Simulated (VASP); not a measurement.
# SnO2 (P4_2/mnm) in VASP: a series of runs

SnO2 is run at these levels: r2SCAN; tasks: single point.

Everything below comes from runs of VASP 6.6.1. Logs are shortened: lines on timing, memory, paths and dates and some standing lists are left out, and cuts for length are marked.

### 1 The cell of the first run

It takes space group P4_2/mnm (No. 136, tetragonal). The conventional cell has a = 4.831 Å, b = 4.831 Å, c = 3.009 Å, α = 90.00°, β = 90.00°, γ = 90.00°. Within 2.7 Å of Sn (site symmetry mmm) lie 6 O at 2.01 to 2.08 Å. O (site symmetry m2m) has 3 Sn at 2.01 to 2.08 Å and 1 O at 2.67 Å within 2.7 Å.

### 2 Single point, r2SCAN (uniaxial strain along c: -6.0 %)

POSCAR reads:

```
SnO2
1.0
    4.8313369280      0.0000000000      0.0000000000
    0.0000000000      4.8313369280      0.0000000000
    0.0000000000      0.0000000000      3.0086681101
Sn O
2 4
Direct
    0.5000000000      0.5000000000      0.5000000000
    0.0000000000      0.0000000000      0.0000000000
    0.3043716102      0.3043716102      0.0000000000
    0.8043716102      0.1956283898      0.5000000000
    0.1956283898      0.8043716102      0.5000000000
    0.6956283898      0.6956283898      0.0000000000
```

INCAR.step1 reads:

```
SYSTEM = SnO2
  PREC = Accurate
  ENCUT = 520
  ISMEAR = 0
  SIGMA = 0.02
  LREAL = .FALSE.
  LASPH = .TRUE.
  NELM = 60
  NBANDS = 35
  GGA = PE
  ALGO = Normal
  EDIFF = 1E-4
  LWAVE = .TRUE.
  LCHARG = .FALSE.
```

INCAR.step2 reads:

```
SYSTEM = SnO2
  PREC = Accurate
  ENCUT = 520
  EDIFF = 1E-6
  ISMEAR = 0
  SIGMA = 0.02
  LREAL = .FALSE.
  LASPH = .TRUE.
  NELM = 60
  ALGO = Normal
  ISIF = 2
  LWAVE = .FALSE.
  LCHARG = .TRUE.
  METAGGA = R2SCAN
  LMIXTAU = .TRUE.
  LELF = .TRUE.
  LVHAR = .TRUE.
  NBANDS = 35
  ISTART = 1
```

KPOINTS reads:

```
Automatic mesh
0
G
  6 6 8
  0 0 0
```

Potentials or basis: VASP PAW PBE potentials, release 64 (Sn_d, O).

On the command line:

```sh
> cat potpaw_PBE.64/Sn_d/POTCAR potpaw_PBE.64/O/POTCAR > POTCAR
> cp INCAR.step1 INCAR
> mpirun -np 1 vasp_std > vasp.out
> cp INCAR.step2 INCAR
> mpirun -np 1 vasp_std > vasp.out
```

OUTCAR:

```text
SYSTEM = SnO2
   PREC = Accurate
   ENCUT = 520
   EDIFF = 1E-6
   ISMEAR = 0
   LREAL = .FALSE.
   LASPH = .TRUE.
   NELM = 60
   ISIF = 2
   METAGGA = R2SCAN
   ISTART = 1

 ion  position               nearest neighbor table
   1  0.500  0.500  0.500-   3 2.01   6 2.01   3 2.01   6 2.01   5 2.08   4 2.08   2 3.73   2 3.73
                             2 3.73   2 3.73   2 3.73   2 3.73   2 3.73   2 3.73
   2  0.000  0.000  0.000-   4 2.01   5 2.01   4 2.01   5 2.01   3 2.08   6 2.08   1 3.73   1 3.73
                             1 3.73   1 3.73   1 3.73   1 3.73   1 3.73   1 3.73
   3  0.304  0.304  0.000-   1 2.01   1 2.01   2 2.08
   4  0.804  0.196  0.500-   2 2.01   2 2.01   1 2.08
   5  0.196  0.804  0.500-   2 2.01   2 2.01   1 2.08
   6  0.696  0.696  0.000-   1 2.01   1 2.01   2 2.08

  LATTYP: Found a simple tetragonal cell.
 ALAT       =     4.8313369280
 C/A-ratio  =     0.6227402797

  Lattice vectors:

 A1 = (   4.8313369280,   0.0000000000,   0.0000000000)
 A2 = (   0.0000000000,   4.8313369280,   0.0000000000)
 A3 = (   0.0000000000,   0.0000000000,   3.0086681101)

Analysis of symmetry for initial positions (statically):
=====================================================================
 Subroutine PRICEL returns:
 Original cell was already a primitive cell.

 Routine SETGRP: Setting up the symmetry group for a
 simple tetragonal supercell.

 Subroutine GETGRP returns: Found 16 space group operations
 (whereof  8 operations were pure point group operations)
 out of a pool of 16 trial point group operations.

The static configuration has the point symmetry D_2h.
 The point group associated with its full space group is D_4h.

Analysis of symmetry for dynamics (positions and initial velocities):
=====================================================================
 Subroutine PRICEL returns:
 Original cell was already a primitive cell.

 Routine SETGRP: Setting up the symmetry group for a
 simple tetragonal supercell.

 Subroutine GETGRP returns: Found 16 space group operations
 (whereof  8 operations were pure point group operations)
 out of a pool of 16 trial point group operations.

The dynamic configuration has the point symmetry D_2h.
 The point group associated with its full space group is D_4h.

 Subroutine INISYM returns: Found 16 space group operations
 (whereof  8 operations are pure point group operations),
 and found     1 'primitive' translations

----------------------------------------------------------------------------------------

                                     Primitive cell

  volume of cell :      70.2278

  direct lattice vectors                    reciprocal lattice vectors
     4.831336928  0.000000000  0.000000000     0.206982046  0.000000000  0.000000000
     0.000000000  4.831336928  0.000000000     0.000000000  0.206982046  0.000000000
     0.000000000  0.000000000  3.008668110     0.000000000  0.000000000  0.332372985

  length of vectors
     4.831336928  4.831336928  3.008668110     0.206982046  0.206982046  0.332372985

  position of ions in fractional coordinates (direct lattice)
     0.500000000  0.500000000  0.500000000
     0.000000000  0.000000000  0.000000000
     0.304371610  0.304371610  0.000000000
     0.804371610  0.195628390  0.500000000
     0.195628390  0.804371610  0.500000000
     0.695628390  0.695628390  0.000000000

  ion indices of the primitive-cell ions
   primitive index   ion index
                 1           1
                 2           2
                 3           3
                 4           4
                 5           5
                 6           6

----------------------------------------------------------------------------------------

 KPOINTS: Automatic mesh

Automatic generation of k-mesh.
 Grid dimensions read from file:
 generate k-points for:    6    6    8

 Generating k-lattice:

  Cartesian coordinates                     Fractional coordinates (reciprocal lattice)
     0.034497008  0.000000000  0.000000000     0.166666667  0.000000000  0.000000000
     0.000000000  0.034497008  0.000000000     0.000000000  0.166666667  0.000000000
     0.000000000  0.000000000  0.041546623     0.000000000  0.000000000  0.125000000

  Length of vectors
     0.034497008  0.034497008  0.041546623

  Shift w.r.t. Gamma in fractional coordinates (k-lattice)
     0.000000000  0.000000000  0.000000000

 Subroutine IBZKPT returns following result:
 ===========================================

 Found     50 irreducible k-points:

 Following reciprocal coordinates:
            Coordinates               Weight
  0.000000  0.000000  0.000000      1.000000
  0.166667  0.000000  0.000000      4.000000
  0.333333  0.000000  0.000000      4.000000
  0.500000  0.000000  0.000000      2.000000
  0.166667  0.166667  0.000000      4.000000
  0.333333  0.166667  0.000000      8.000000
[... 16 lines left out ...]
  0.333333  0.000000  0.250000      8.000000
  0.500000  0.000000  0.250000      4.000000
 [... further k-points ...]
   k-points           NKPTS =     50   k-points in BZ     NKDIM =     50   number of bands    NBANDS=     35
   number of dos      NEDOS =    301   number of ions     NIONS =      6
   total plane-waves  NPLWV =  31104
   dimension x,y,z NGX =    36 NGY =   36 NGZ =   24
   dimension x,y,z NGXF=    72 NGYF=   72 NGZF=   48
   ions per type =               2   4
   NGX,Y,Z   is equivalent  to a cutoff of  12.39, 12.39, 13.26 a.u.
   NGXF,Y,Z  is equivalent  to a cutoff of  24.78, 24.78, 26.52 a.u.
 SYSTEM =  SnO2
   PREC   = accura    normal or accurate (medium, high low for compatibility)
   ISTART =      1    job   : 0-new  1-cont  2-samecut
   ICHARG =      0    charge: 1-file 2-atom 10-const
   ISPIN  =      1    spin polarized calculation?
   LNONCOLLINEAR =      F non collinear calculations
   LSORBIT =      F    spin-orbit coupling
   LASPH  =      T    aspherical Exc in radial PAW
   ENCUT  =  520.0 eV  38.22 Ry    6.18 a.u.   8.98  8.98  5.59*2*pi/ulx,y,z
   NELM   =     60;   NELMIN=  2; NELMDL=  0     # of ELM steps
   EDIFF  = 0.1E-05   stopping-criterion for ELM
   LREAL  =      F    real-space projection
   EDIFFG = 0.1E-04   stopping-criterion for IOM
   NSW    =      0    number of steps for IOM
   IBRION =     -1    ionic relax: 0-MD 1-quasi-New 2-CG
   NFREE  =      0    steps in history (QN), initial steepest desc. (CG)
   ISIF   =      2    stress and relaxation
   ISYM   =      2    0-nonsym 1-usesym 2-fastsym
   POTIM  = 0.5000    time-step for ionic-motion
   TEBEG  =    0.0;   TEEND  =   0.0 temperature during run
   PSTRESS=    0.0 pullay stress
   NELECT =      52.0000    total number of electrons
   NUPDOWN=      -1.0000    fix difference up-down
   EMIN   =  10.00;   EMAX   =-10.00  energy-range for DOS
   EFERMI =   0.00;   METHOD = LEGACY
   ISMEAR =     0;   SIGMA  =   0.02  broadening in eV -4-tet -1-fermi 0-gaus
   EFERMI_NEDOS =   21; number of points for ismear=-14 and -15
   IALGO  =     38    algorithm
   IMIX   =      4    mixing-type and parameters
     AMIX     =   0.40;   BMIX     =  1.00
     AMIX_MAG =   1.60;   BMIX_MAG =  1.00
  volume/ion in A,a.u.               =      11.70        78.99
  Fermi-wavevector in a.u.,A,eV,Ry     =   1.481061  2.798800 29.844949  2.193542
  Thomas-Fermi vector in A             =   2.595018
   LORBIT       =      0    0 simple, 1 ext, 2 COOP (PROOUT), +10 PAW based schemes
   METAGGA = R2SCAN    functional components
   LHFCALC =     F    Hartree Fock is set to
   AEXX    =    0.0000 exact exchange contribution
   IVDW    =     0    specifies the selected vdW correction
   LEPSILON=     F    determine dielectric tensor
   LRPA    =     F    only Hartree local field effects (RPA)
 non-spin polarized calculation
 Gauss-broadening in eV      SIGMA  =   0.02
  energy-cutoff  :      520.00
  volume of cell :       70.23
 maximum number of plane-waves:      1920
 NGX is ok and might be reduce to    36
   NGX = 17   NGY = 17   NGZ = 11

 number of electron      51.9999992 magnetization

 Free energy of the ion-electron system (eV)
  ---------------------------------------------------
  ext. energy  EPLUGINS =         0.00000000
  ---------------------------------------------------
  free energy    TOTEN  =       -84.27129802 eV

  energy without entropy =      -84.27129802  energy(sigma->0) =      -84.27129802

 E-fermi :   6.0604     XC(G=0): -12.1265

 val. band max:        5.8966009472   @ k =   0.0000   0.0000   0.0000
 cond. band min:       8.2702156724   @ k =   0.0000   0.0000   0.0000
 fundamental gap:      2.3736147252
 Fermi energy:         6.0604482498

 k-point     1 :       0.0000    0.0000    0.0000
  band No.  band energies     occupation
      1     -15.9907      2.00000
      2     -15.1917      2.00000
      3     -14.5444      2.00000
      4     -14.5444      2.00000
      5     -14.5440      2.00000
      6     -14.3597      2.00000
[... 27 lines left out ...]
     34      18.9276      0.00000
     35      19.3618      0.00000

 k-point     2 :       0.1667    0.0000    0.0000
  band No.  band energies     occupation
      1     -15.9458      2.00000
      2     -15.2395      2.00000
      3     -14.5436      2.00000
      4     -14.5430      2.00000
      5     -14.5429      2.00000
      6     -14.4231      2.00000
[... 27 lines left out ...]
     34      18.9516      0.00000
     35      19.3726      0.00000

 k-point     3 :       0.3333    0.0000    0.0000
  band No.  band energies     occupation
      1     -15.8152      2.00000
      2     -15.3966      2.00000
      3     -14.5418      2.00000
      4     -14.5400      2.00000
      5     -14.5399      2.00000
      6     -14.5042      2.00000
[... 27 lines left out ...]
     34      19.2863      0.00000
     35      19.6807      0.00000
[... 723 lines left out ...]
 k-point    23 :       0.3333    0.0000    0.2500
  band No.  band energies     occupation
      1     -15.6366      2.00000
      2     -15.5137      2.00000
      3     -15.1327      2.00000
      4     -14.7955      2.00000
      5     -14.3949      2.00000
      6     -14.3832      2.00000
[... 27 lines left out ...]
     34      19.1044      0.00000
     35      19.3743      0.00000

 k-point    24 :       0.5000    0.0000    0.2500
  band No.  band energies     occupation
      1     -15.5994      2.00000
      2     -15.5994      2.00000
      3     -14.9563      2.00000
      4     -14.9563      2.00000
      5     -14.3911      2.00000
      6     -14.3911      2.00000
[... 27 lines left out ...]
     34      19.1652      0.00000
     35      19.7555      0.00000

 [... further k-points ...]
[... 5 lines left out ...]
  --------------------------------------------------------------------------------------
  -------------------------------------------------------------------------------------
  Total        1.9450633      1.9450633     12.5283657      0.0000000      0.0000000      0.0000000
  in kB       44.3746967     44.3746967    285.8222744      0.0000000      0.0000000      0.0000000
  external PRESSURE =     124.8572226 kB  Pullay stress =       0.0000000 kB

 VOLUME and BASIS-vectors are now :
 -----------------------------------------------------------------------------
  energy-cutoff  :      520.00
  volume of cell :       70.23
      direct lattice vectors                 reciprocal lattice vectors
     4.831336928  0.000000000  0.000000000     0.206982046  0.000000000  0.000000000
     0.000000000  4.831336928  0.000000000     0.000000000  0.206982046  0.000000000
     0.000000000  0.000000000  3.008668110     0.000000000  0.000000000  0.332372985

 POSITION                                       TOTAL-FORCE (eV/Angst)
 -----------------------------------------------------------------------------------
      2.41567      2.41567      1.50433        -0.000000      0.000000      0.000000
      0.00000      0.00000      0.00000        -0.000000      0.000000      0.000000
      1.47052      1.47052      0.00000        -0.214617     -0.214617      0.000000
      3.88619      0.94515      1.50433        -0.214617      0.214617     -0.000000
      0.94515      3.88619      1.50433         0.214617     -0.214617      0.000000
      3.36082      3.36082      0.00000         0.214617      0.214617     -0.000000
 -----------------------------------------------------------------------------------
    total drift:                                0.000000      0.000000      0.000000

  FREE ENERGIE OF THE ION-ELECTRON SYSTEM (eV)
  ---------------------------------------------------
  free  energy   TOTEN  =       -84.2712980203 eV

  energy  without entropy=      -84.2712980203  energy(sigma->0) =      -84.27129802
```

It took 7.6 min on 1 thread of Intel Xeon 8259CL, shared host; peak memory 0.24 GiB.

Results:

```
Free energy            : -84.2713 eV
Pressure               : 12.5 GPa
Largest force          : 0.304 eV/Å
Band gap on the k mesh : 2.37 eV
```

Forces on the atoms (eV/Å):
```
Sn   0.000  0.000  0.000
Sn   0.000  0.000  0.000
O   -0.215 -0.215  0.000
O   -0.215  0.215  0.000
O    0.215 -0.215  0.000
O    0.215  0.215  0.000
```

Stress tensor (GPa, compression positive):
```
 4.44  0.00  0.00
 0.00  4.44  0.00
 0.00  0.00 28.58
```

Caveat: the cell differs from its parent crystal (uniaxial strain along c: -6.0 %); the stress differs along the axes, from 4 to 29 GPa; the PAW data sets were made with another functional, which shifts forces and pressure a little; spin-orbit coupling is left out, which moves the levels of the heavy elements.

(Continued in part 2 of 2.)
